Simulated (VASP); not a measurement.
Set up this calculation in VASP 6.6.1, as the native input.

| Item | Value |
| --- | --- |
| Task | relaxation of cell and atoms |
| Functional | PBEsol |
| Potentials or basis | VASP PAW PBE potentials, release 64 (Cs_sv) |
| Cutoff | 500 eV |
| k mesh | 14 × 14 × 14 |
| Occupations | gaussian, width 0.1 eV |
| Spin | no spin polarisation |
| Dipole correction | no |
| Further INCAR settings | ALGO = Normal; EDIFF = 1e-07; IBRION = 2; EDIFFG = -0.01; NSW = 100; ISIF = 3 |

The structure of Cs lies in POSCAR:

```
Cs
1.0
   -3.0089795123      3.0089795123      3.0089795123
    3.0089795123     -3.0089795123      3.0089795123
    3.0089795123      3.0089795123     -3.0089795123
Cs
1
Direct
    0.0000000000      0.0000000000      0.0000000000
```

The input as run:

INCAR

```
SYSTEM = Cs
PREC = Accurate ; ENCUT = 500
EDIFF = 1E-7 ; ISMEAR = 0
SIGMA = 0.1 ; LREAL = .FALSE.
LASPH = .TRUE. ; NELM = 120
ALGO = Normal ; ISIF = 3
LWAVE = .FALSE. ; LCHARG = .FALSE.
GGA = PS ; IBRION = 2
NSW = 100 ; EDIFFG = -0.01
GGA_COMPAT = .FALSE. ; NELMIN = 4
```

KPOINTS

```
Automatic mesh
0
G
  14 14 14
  0 0 0
```

Potentials or basis: VASP PAW PBE potentials, release 64 (Cs_sv).

Launch:

```console
$ cat potpaw_PBE.64/Cs_sv/POTCAR > POTCAR
$ mpirun -np 1 vasp_std > vasp.out
```

It gave:

```json
{
  "Pressure after relaxing": "0.0 GPa",
  "Band gap on the k mesh": "zero (an odd number of electrons rules out a gap without spin polarisation)"
}
```

Caveat: the PAW data sets were made with another functional, which shifts forces and pressure a little; spin-orbit coupling is left out, which moves the levels of the heavy elements.

It took 2.1 min on 1 thread of Intel Xeon 8259CL, on a shared host, peak memory 0.28 GiB.
